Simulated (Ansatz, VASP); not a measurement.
One calculation of SiN2, two programs

Contents of INCAR:

```
PREC = Accurate
ENCUT = 600
EDIFF = 1E-7
ISMEAR = 0
SIGMA = 0.1
LREAL = False
LASPH = True
NELM = 150
ALGO = Normal
ISIF = 3
LWAVE = False
LCHARG = False
ISPIN = 2
MAGMOM = 0 0 0.42 0.42 0.42 0.42
LORBIT = 11
GGA = PE
IBRION = 2
NSW = 90
EDIFFG = -0.04
```

Contents of KPOINTS:

```
Automatic mesh
0
Gamma
  6 6 2
```

The input POSCAR:

```
SiN2
1.0
    2.5287595476      0.0000000000      0.0000000000
   -1.2643797738      2.1899700083      0.0000000000
    0.0000000000      0.0000000000      9.8358376730
Si N
2 4
Direct
    0.3333333333      0.6666666667      0.2500000000
    0.6666666667      0.3333333333      0.7500000000
    0.3333333333      0.6666666667      0.6275000000
    0.6666666667      0.3333333333      0.1275000000
    0.3333333333      0.6666666667      0.8725000000
    0.6666666667      0.3333333333      0.3725000000
```

Input for Ansatz:

```yaml
crystal:
  lattice:
    - [2.5287595476, 0.0, 0.0]
    - [-1.2643797738, 2.1899700083, 0.0]
    - [0.0, 0.0, 9.835837673]
  atoms:
    - { symbol: Si, position: [0.3333333333, 0.6666666667, 0.25] }
    - { symbol: Si, position: [0.6666666667, 0.3333333333, 0.75] }
    - { symbol: "N", position: [0.3333333333, 0.6666666667, 0.6275], spin: 0.42 }
    - { symbol: "N", position: [0.6666666667, 0.3333333333, 0.1275], spin: 0.42 }
    - { symbol: "N", position: [0.3333333333, 0.6666666667, 0.8725], spin: 0.42 }
    - { symbol: "N", position: [0.6666666667, 0.3333333333, 0.3725], spin: 0.42 }
basis:
  ecutwfc: 420
kpoints:
  mp_grid: { grid: [6, 6, 2] }
hamiltonian:
  xc: pbe
scf:
  occupations: { method: gaussian, width: 0.1 }
  lower_state_search: "off"
output:
  forces: true
  stress: true
  eigenvalues: true
  populations: true
magnetization:
  spin_polarized: true
relax:
  adjacent_minimum: "off"
  f_tol: 0.04
  max_steps: 70
  cell: { stress_tol: 0.4 }
```

Alike in both runs: task relaxation of cell and atoms; functional PBE; k mesh 6 × 6 × 2; occupations gaussian, width 0.1 eV; collinear spin.

|  | VASP | Ansatz |
| --- | --- | --- |
| version | VASP 6.6.1 | Ansatz 0.2.0 |
| potentials or method | VASP PAW PBE potentials, release 64 (Si, N), cutoff 600 eV | scalar-relativistic, plane waves, PAW |
| valence electrons in the cell | 28 | 28 |

```csv
,VASP,Ansatz,Ansatz less VASP
"gap on the k mesh at the Fermi level, each at its own relaxed structure (eV)",0.85,0.93,+0.077
net moment per atom (μB),0.00,0.00,0.000
relaxed volume (Å³/atom),11.66,11.84,+0.180
relaxed length of the cell vector where the two differ most in proportion (Å),9.931,10.078,+0.1477
```

Ansatz's warnings: seeded moment not kept.

The k mesh is coarse, so the values compare programs but aren't converged. Noted on VASP's run: the volume moved by over 15 % at a fixed basis, so the end points are rough.
